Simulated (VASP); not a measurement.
# C: relaxation of cell and atoms with PBE

The system is C.

```
C
1.0
     1.28459    0.00000    0.00000
    -0.46006    3.36650    0.00000
    -0.18355   -1.24868    3.19483
C
1
Direct
  0.50000 0.50000 0.00000
```

```
Program                : VASP 6.6.1
Task                   : relaxation of cell and atoms
Functional             : PBE
Potentials or basis    : VASP PAW PBE potentials, release 64 (C_h)
Cutoff                 : 910 eV
k mesh                 : 12 × 6 × 6
Occupations            : gaussian, width 0.1 eV
Spin                   : no spin polarisation
Dipole correction      : no
Second run             : hard_potentials
Further INCAR settings : ALGO = Normal; EDIFF = 1e-07; IBRION = 2; EDIFFG = -0.04; NSW = 90; ISIF = 3
```

The relaxed volume is 12.62 Å³/atom, the relaxed cell is a = 1.286 Å, b = 3.284 Å, c = 3.249 Å, α = 110.75°, β = 92.32°, γ = 98.55° and the space group after relaxing (to 0.05 Å) is P-1 (No. 2). The energy gained by relaxing is 6.3 meV/atom and the ionic steps are 9. The pressure after relaxing is 0.1 GPa and the band gap on the k mesh is zero (band 2 reaches 10.52 eV, above the bottom of band 3 at -4.04 eV).

Stress tensor (GPa, compression positive):
```
 0.28 -0.16  0.17
-0.16  0.36 -0.19
 0.17 -0.19 -0.30
```

The path:
| step | energy change (eV) | largest force (eV/Å) | pressure (GPa) | volume (Å³) |
| --- | --- | --- | --- | --- |
| 1 | 0.0000 | 0.0000 | -0.20 | 13.82 |
| 2 | 0.0016 | 0.0000 | -4.03 | 13.78 |
| 3 | -0.0004 | 0.0000 | -1.42 | 13.81 |
| 4 | -0.0016 | 0.0000 | -1.32 | 13.66 |
| 5 | -0.0045 | 0.0000 | -0.99 | 13.22 |
| 6 | -0.0060 | 0.0000 | -0.11 | 12.37 |
| 7 | -0.0062 | 0.0000 | -0.41 | 12.63 |
| 8 | -0.0042 | 0.0000 | 3.12 | 12.57 |
| 9 | -0.0063 | 0.0000 | 0.11 | 12.62 |

Final structure:
```
C
1.0
     1.28546   -0.00547    0.00872
    -0.47463    3.24979    0.00785
    -0.15680   -1.19346    3.01734
C
1
Direct
  0.50000 0.50000 0.00000
```

Levels at points of the mesh, in eV from the Fermi level:
| k point | band 1 | band 2 | band 3 | band 4 | band 5 |
| --- | --- | --- | --- | --- | --- |
| (0.00, 0.00, 0.00) | -16.73 | -4.43 | -4.12 | 5.39 | 11.72 |
| (0.50, 0.00, 0.00) | -9.12 | 8.04 | 11.09 | 11.44 | 22.99 |
| (0.00, 0.50, 0.00) | -16.23 | -6.53 | -4.45 | 8.10 | 10.80 |
| (0.50, 0.50, 0.00) | -9.10 | 8.24 | 10.82 | 11.43 | 21.84 |
| (0.00, 0.00, 0.50) | -16.23 | -6.54 | -4.44 | 8.11 | 10.80 |
| (0.50, 0.00, 0.50) | -9.08 | 8.57 | 10.62 | 11.22 | 21.13 |
| (0.00, 0.50, 0.50) | -16.00 | -6.49 | -5.25 | 6.82 | 12.60 |
| (0.50, 0.50, 0.50) | -9.06 | 8.77 | 10.62 | 10.97 | 21.17 |

Wall time 82 s on 1 thread of AMD EPYC 9R45 96-Core Processor (Zen 5) (shared host), peak memory 0.14 GiB.

Caveat: the k points lie up to 0.41 Å⁻¹ apart in the final cell; the cutoff is under 1.25 times the usual one of these potentials, so pressure, stress and relaxed cells hold a basis-set (Pulay) error.
